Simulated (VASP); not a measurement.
A run of VASP 6.6.1:

INCAR

```
  ALGO = Normal
  EDIFF = 1E-7
  ENCUT = 520
  GGA = PS
  ISIF = 2
  ISMEAR = -1
  LASPH = T
  LCHARG = F
  LREAL = F
  LWAVE = F
  NBANDS = 35
  NELM = 100
  PREC = Accurate
  SIGMA = 0.03
```

File KPOINTS:

```
k-points
0
Gamma
  6 6 4
```

POSCAR

```
W2Se3S
1.0
    3.2401716400     -0.0000000019      0.0000000000
   -1.6200858184      2.8060709538      0.0000000000
    0.0000000000      0.0000000000     13.5925709219
W Se S
2 3 1
Direct
    0.3333333333      0.6666666667      0.7420649371
    0.3333333333      0.6666666667      0.2536200446
    0.6666666667      0.3333333333      0.3776364610
    0.6666666667      0.3333333333      0.1296904219
    0.0000000000      0.0000000000      0.8668290079
    0.0000000000      0.0000000000      0.6301581375
```

Potentials or basis: VASP PAW PBE potentials, release 64 (W_sv, Se, S).

Run with:

```bash
$ cat potpaw_PBE.64/W_sv/POTCAR potpaw_PBE.64/Se/POTCAR potpaw_PBE.64/S/POTCAR > POTCAR
$ mpirun -np 1 vasp_std > vasp.out
```

Hardware: 1 thread of Intel(R) Xeon(R) Platinum 8488C (Sapphire Rapids), on a shared host.

**Question.** How long does it take, and how much memory?

**Answer.** It took 75 s on 1 thread of Intel(R) Xeon(R) Platinum 8488C (Sapphire Rapids), on a shared host, peak memory 0.28 GiB. Counts: scf iterations 17, k points 24.
